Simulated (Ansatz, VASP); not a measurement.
**BaCaS2 in VASP and in Ansatz**

```
CELL_PARAMETERS angstrom
2.15852 1.24622 7.11156
-2.15852 1.24622 7.11156
0.00000 -2.49245 7.11156
ATOMIC_POSITIONS crystal
Ca 0.00000 0.00000 0.00000
Ba 0.50000 0.50000 0.50000
S 0.25909 0.25909 0.25909
S 0.74091 0.74091 0.74091
```

Alike in both runs: task single point; functional r2SCAN; k mesh 6 × 6 × 6; no spin polarisation.

```csv
,VASP,Ansatz
version,VASP 6.6.1,Ansatz 0.2.0
potentials or method,"VASP PAW PBE potentials, release 64 (Ca_sv, Ba_sv, S)","plane waves, PAW"
plane-wave cutoff (eV),520,500
occupations,"gaussian, width 0.01 eV",fixed
valence electrons in the cell,32,32
```

```csv
,VASP,Ansatz,Ansatz less VASP
gap on the k mesh at the Fermi level (eV),2.49,2.54,+0.057
pressure (GPa),-1.0,-1.4,-0.46
"traceless stress, the component that is largest in VASP (GPa)",-0.06,-0.06,-0.002
rms of the force components (eV/Å),0.007,0.014,+0.0069
```

VASP's potentials were made for PBE, not for r2SCAN. Atom by atom the forces differ by 0.021 eV/Å (rms over components).

Spin-orbit coupling is off throughout.
